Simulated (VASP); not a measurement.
Here is a VASP 6.6.1 calculation.

Contents of INCAR:

```
PREC = Accurate
ENCUT = 600
EDIFF = 1E-6
ISMEAR = 0
SIGMA = 0.1
LREAL = False
LASPH = True
NELM = 80
ALGO = Normal
ISIF = 3
LWAVE = False
LCHARG = False
IBRION = 2
NSW = 80
EDIFFG = -0.003
PSTRESS = 100.0
```

The input KPOINTS:

```
Automatic mesh
0
Gamma
  27 27 20
```

The input POSCAR:

```
MgB2
1.0
    3.0123533358      0.0000000000      0.0000000000
   -1.5061766679      2.6087745140      0.0000000000
    0.0000000000      0.0000000000      3.4029892315
Mg B
1 2
Direct
    0.0000000000      0.0000000000      0.0000000000
    0.3333333333      0.6666666667      0.5000000000
    0.6666666667      0.3333333333      0.5000000000
```

Potentials or basis: VASP PAW LDA potentials, release 64 (Mg, B).

Launch:

```bash
$ cat potpaw_LDA.64/Mg/POTCAR potpaw_LDA.64/B/POTCAR > POTCAR
$ mpirun -np 1 vasp_std > vasp.out
```

Estimate the space group after relaxing (to 0.05 Å).

P6/mmm (No. 191).

What does it give for the relaxed cell?

a = 2.988 Å, b = 2.988 Å, c = 3.354 Å, α = 90.00°, β = 90.00°, γ = 120.00°.

Predict the band gap on the k mesh.

zero (band 4 reaches 8.03 eV, above the bottom of band 5 at 3.82 eV).

Final structure:
```xyz
3
Lattice="2.9883 0.0000 0.0000 -1.4941 2.5879 0.0000 0.0000 0.0000 3.3542" Properties=species:S:1:pos:R:3 pbc="T T T"
Mg    0.0000    0.0000    0.0000
B     0.0000    1.7253    1.6771
B     1.4941    0.8626    1.6771
```

Caveat: the cell is relaxed towards a set pressure, so the enthalpy falls and the energy may rise.
